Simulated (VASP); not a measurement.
Input of a VASP 6.6.1 run:

The input INCAR:

```
SYSTEM = Mg6HO6
ALGO = Normal
DIPOL = 0.5 0.5 0.472
EDIFF = 1E-6
ENCUT = 520
GGA = PE
IDIPOL = 3
ISIF = 2
ISMEAR = 0
IVDW = 12
LASPH = .True.
LCHARG = .False.
LDIPOL = .True.
LREAL = Auto
LWAVE = .False.
NBANDS = 68
NELM = 100
PREC = Accurate
SIGMA = 0.05
```

The input KPOINTS:

```
k-points
0
Gamma
  3 3 1
  0 0 0
```

The input POSCAR:

```
Mg6HO6
1.0
    5.9506164706      0.0000000000      0.0000000000
   -2.9753082353      5.1533850317      0.0000000000
    0.0000000000      0.0000000000     24.4485225033
O Mg H
12 12 2
Direct
    0.1666666667      0.3333333333      0.3272181376
    0.1666666667      0.8333333333      0.3272181376
    0.6666666667      0.3333333333      0.3272181376
    0.6666666667      0.8333333333      0.3272181376
    0.5000000000      0.5000000000      0.4265832015
    0.5000000000      0.0000000000      0.4265832015
    0.0000000000      0.5000000000      0.4265832015
    0.0000000000      0.0000000000      0.4265832015
    0.8332870614      0.6666319751      0.5278108156
    0.8333924796      0.1667974246      0.5278095547
    0.3333400426      0.6666337297      0.5278117760
    0.3333681598      0.1667424845      0.5278034247
    0.3333333333      0.1666666667      0.3769006695
    0.3333333333      0.6666666667      0.3769006695
    0.8333333333      0.1666666667      0.3769006695
    0.8333333333      0.6666666667      0.3769006695
    0.6666533752      0.3333695825      0.4723422039
    0.6666592252      0.8333225244      0.4723480192
    0.1667148666      0.3333715990      0.4723421533
    0.1666660497      0.8333311329      0.4723448014
    0.0000826201      0.5001729270      0.5742650978
   -0.0000411704     -0.0000083951      0.5741805945
    0.5000195399      0.5000421315      0.5742667109
    0.5000200186     -0.0000076635      0.5741869817
    0.2561049204      1.0193501129      0.7460807419
    0.2404865017      0.9867545594      0.7160868562
```

Potentials or basis: VASP PAW PBE potentials, release 64 (O, Mg, H).

Launch:

```bash
$ cat potpaw_PBE.64/O/POTCAR potpaw_PBE.64/Mg/POTCAR potpaw_PBE.64/H/POTCAR > POTCAR
$ mpirun -np 1 vasp_std > vasp.out
```

Task: Estimate the largest force.

Result: 2.723 eV/Å.

Task: Predict the band gap on the k mesh.

Result: Zero (bands 49 and 50 overlap by 0.49 eV).

Task: Estimate the dispersion energy per atom.

Result: -0.194 eV.

Forces in eV/Å, atoms in the order of the input:
```
O    0.000  0.000  1.313
O    0.000  0.000  1.313
O    0.000  0.000  1.313
O    0.000  0.000  1.314
O    0.000  0.001  1.419
O    0.000  0.000  1.422
O    0.000  0.001  1.421
O    0.000  0.000  1.422
O    0.000  0.003 -0.030
O    0.000 -0.004 -0.027
O    0.001  0.003 -0.030
O    0.000 -0.002 -0.029
Mg   0.000  0.000 -2.723
Mg   0.000  0.000 -2.723
Mg   0.000  0.000 -2.722
Mg   0.000  0.000 -2.723
Mg   0.003  0.000  0.034
Mg   0.000  0.000  0.030
Mg  -0.003  0.000  0.033
Mg   0.000 -0.001  0.031
Mg   0.000 -0.002 -0.015
Mg   0.002  0.002 -0.012
Mg   0.000 -0.002 -0.016
Mg  -0.002  0.002 -0.012
H    0.000 -0.010 -0.024
H    0.000  0.010  0.021
```

Caveat: the k points lie up to 0.41 Å⁻¹ apart.
